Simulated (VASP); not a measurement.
Runs of VASP 6.6.1 on ZrB. The structure is that of space group I4/mmm (No. 139), or close to it. The cells are those of the table. 

```csv
cell,gap on the mesh (eV),pressure (GPa)
"a = 3.609, b = 3.647, c = 3.456 Å, angles 61.0, 62.1, 56.9°, 2 atoms",none,-15.3
"a = 3.543, b = 3.621, c = 3.497 Å, angles 59.7, 61.9, 58.4°, 2 atoms",none,-15.3
"a = 3.479, b = 3.558, c = 3.497 Å, angles 59.1, 61.3, 59.6°, 2 atoms",none,(a)
"a = 3.543, b = 3.505, c = 3.376 Å, angles 61.9, 60.8, 57.2°, 2 atoms",none,-5.4
"a = 3.609, b = 3.571, c = 3.376 Å, angles 62.5, 61.4, 56.1°, 2 atoms",none,-8.5
```

Alike in all rows: task single point; level LDA; potentials or basis VASP PAW LDA potentials, release 64 (Zr_sv, B); no spin polarisation; k mesh 16 × 16 × 16; cutoff (eV) 520; smearing gaussian 0.15 eV.

Task: Estimate the missing entries.

Result: (a) -11.6.

Caveats: the cell stands under tension.

A k mesh can miss the band edges, and the runs leave out spin-orbit coupling on Zr.

A gap of «none» marks levels without a gap at the run's occupations.
